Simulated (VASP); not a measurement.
Here is a VASP 6.6.1 calculation.

Contents of INCAR:

```
ALGO = Fast ; EDIFF = 1E-6
ENCUT = 520 ; GGA = PE
ISIF = 2 ; ISMEAR = 0
IVDW = 12 ; LASPH = T
LCHARG = T ; LELF = T
LREAL = F ; LVHAR = T
LWAVE = F ; NBANDS = 13
NELM = 100 ; PREC = Accurate
SIGMA = 0.15
```

Contents of KPOINTS:

```
k-points
0
Gamma
  24 24 24
```

File POSCAR:

```
Sn
1.0
   -1.7544065422      1.7546136957      2.0807911174
    1.7544065422     -1.7546136957      2.0807911174
    1.7544065422      1.7546136957     -2.0807911174
Sn
1
Direct
    0.0000000000      0.0000000000      0.0000000000
```

Potentials or basis: VASP PAW PBE potentials, release 64 (Sn_d).

Launch:

```sh
$ cat potpaw_PBE.64/Sn_d/POTCAR > POTCAR
$ mpirun -np 1 vasp_std > vasp.out
```

Q: Predict the pressure.

A: 2.2 GPa.

Q: Predict the band gap on the k mesh.

A: Zero (bands 7 and 8 overlap by 10.57 eV).

Q: What does it give for the dispersion energy per atom?

A: -0.408 eV.

Stress tensor (GPa, compression positive):
```
2.27 0.00 0.00
0.00 2.27 0.00
0.00 0.00 2.03
```

Caveat: the cell differs from its parent crystal (strain +0.000 along x and y, -0.040 along z); spin-orbit coupling is left out, which moves the levels of the heavy elements.
